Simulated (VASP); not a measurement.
Write the native input for VASP 6.6.1 that does the following.

* Task: single point
* Functional: RPBE
* Dispersion: D4
* Potentials or basis: VASP PAW PBE potentials, release 64 (Ti_sv)
* Cutoff: 520 eV
* k mesh: 11 × 11 × 11
* Occupations: fermi-dirac, width 0.05 eV
* Spin: no spin polarisation
* Dipole correction: no
* Further INCAR settings: ALGO = Normal; EDIFF = 1e-06; NBANDS = 12

The structure of Ti lies in POSCAR:

```
Ti
1.0
   -1.6272332468      1.6272332468      1.6272332468
    1.6272332468     -1.6272332468      1.6272332468
    1.6272332468      1.6272332468     -1.6272332468
Ti
1
Direct
    0.0000000000      0.0000000000      0.0000000000
```

The input as run:

INCAR

```
SYSTEM = Ti
  ALGO = Normal
  EDIFF = 1E-6
  ENCUT = 520
  GGA = RP
  ISIF = 2
  ISMEAR = -1
  IVDW = 13
  LASPH = .True.
  LCHARG = .False.
  LREAL = .False.
  LWAVE = .False.
  NBANDS = 12
  NELM = 60
  PREC = Accurate
  SIGMA = 0.05
```

KPOINTS

```
k-points
0
Gamma
  11 11 11
  0 0 0
```

Potentials or basis: VASP PAW PBE potentials, release 64 (Ti_sv).

Launch:

```bash
$ cat potpaw_PBE.64/Ti_sv/POTCAR > POTCAR
$ mpirun -np 1 vasp_std > vasp.out
```

It gave:

```yaml
Pressure: -0.2 GPa
Band_gap_on_the_k_mesh: zero (band 6 reaches 9.30 eV, above the bottom of band 7 at 7.68 eV)
Dispersion_energy_per_atom: -0.366 eV
```

Caveat: the PAW data sets were made with another functional, which shifts forces and pressure a little; pairwise dispersion overbinds metals, which lowers pressure and volume.

Wall time 17 s on 1 thread of Intel Xeon 8259CL, on a shared host, peak memory 0.14 GiB.
